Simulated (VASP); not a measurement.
Wanted: the native input for a VASP 6.6.1 run.

- Task: single point
- Functional: PBE
- Potentials or basis: VASP PAW PBE potentials, release 64 (Se)
- Cutoff: 520 eV
- k mesh: 11 × 11 × 6
- Occupations: fermi-dirac, width 0.05 eV
- Spin: no spin polarisation
- Dipole correction: no
- Further INCAR settings: ALGO = Normal; EDIFF = 1e-07; NBANDS = 13

The structure of Se lies in POSCAR:

```
Se
1.0
    3.1050448770      0.0000000000      0.0000000000
   -1.5525224385      2.6890477434      0.0000000000
    0.0000000000      0.0000000000      5.0301727007
Se
2
Direct
    0.2333333333      0.6166666667      0.1750000000
    0.7666666667      0.3833333333      0.8250000000
```

This cell differs from its parent crystal: shortest bond scaled by 0.7.

One way to write it, as run:

INCAR

```
PREC = Accurate ; ENCUT = 520
EDIFF = 1E-7 ; ISMEAR = -1
SIGMA = 0.05 ; LREAL = F
LASPH = T ; NELM = 100
ALGO = Normal ; ISIF = 2
LWAVE = F ; LCHARG = T
GGA = PE ; LELF = T
LVHAR = T ; NBANDS = 13
```

KPOINTS

```
Automatic mesh
0
Gamma
  11 11 6
```

Potentials or basis: VASP PAW PBE potentials, release 64 (Se).

Run with:

```sh
$ cat potpaw_PBE.64/Se/POTCAR > POTCAR
$ mpirun -np 1 vasp_std > vasp.out
```

Results of the run:

* Pressure: 20.6 GPa
* Largest force: 3.672 eV/Å
* Band gap on the k mesh: zero (bands 6 and 7 overlap by 2.73 eV)

Caveat: the cell differs from its parent crystal (shortest bond scaled by 0.7); the stress differs along the axes, from 16 to 24 GPa; this functional lacks dispersion, which binds layers or chains, so the pressure and a relaxed spacing across them are unreliable; forces of over 1 eV/Å act on the atoms, so gaps and moduli don't describe the material at rest.

It took 100 s on 1 thread of Intel Xeon 8259CL, on a shared host, peak memory 0.23 GiB.
